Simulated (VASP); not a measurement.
Input of a VASP 6.6.1 run:

The input INCAR:

```
SYSTEM = K
PREC = Accurate ; ENCUT = 520
EDIFF = 1E-6 ; ISMEAR = 0
SIGMA = 0.1 ; LREAL = .False.
LASPH = .True. ; NELM = 80
ALGO = Fast ; ISIF = 2
LWAVE = .False. ; LCHARG = .True.
GGA = PE ; LELF = .True.
LVHAR = .True. ; NBANDS = 30
```

KPOINTS

```
Automatic mesh
0
Gamma
  6 6 4
  0 0 0
```

POSCAR

```
K
1.0
    4.3323395249     -4.3250944124      0.0000000000
    4.3323395249      4.3250944124      0.0000000000
    0.0000000000      0.0000000000     11.2814817263
K
5
Direct
    0.5000000000      0.0000000000      0.3087858474
    0.0000000000      0.5000000000      0.6912141526
    0.0000000000      0.5000000000      0.3087858474
    0.5000000000      0.0000000000      0.6912141526
    0.0000000000      0.0000000000      0.0000000000
```

Potentials or basis: VASP PAW PBE potentials, release 64 (K_sv).

Launch:

```console
$ cat potpaw_PBE.64/K_sv/POTCAR > POTCAR
$ mpirun -np 1 vasp_std > vasp.out
```

(1) What does it give for the band gap on the k mesh?

(2) Estimate the pressure.

Results:

(1) zero (an odd number of electrons rules out a gap without spin polarisation).

(2) 0.0 GPa.
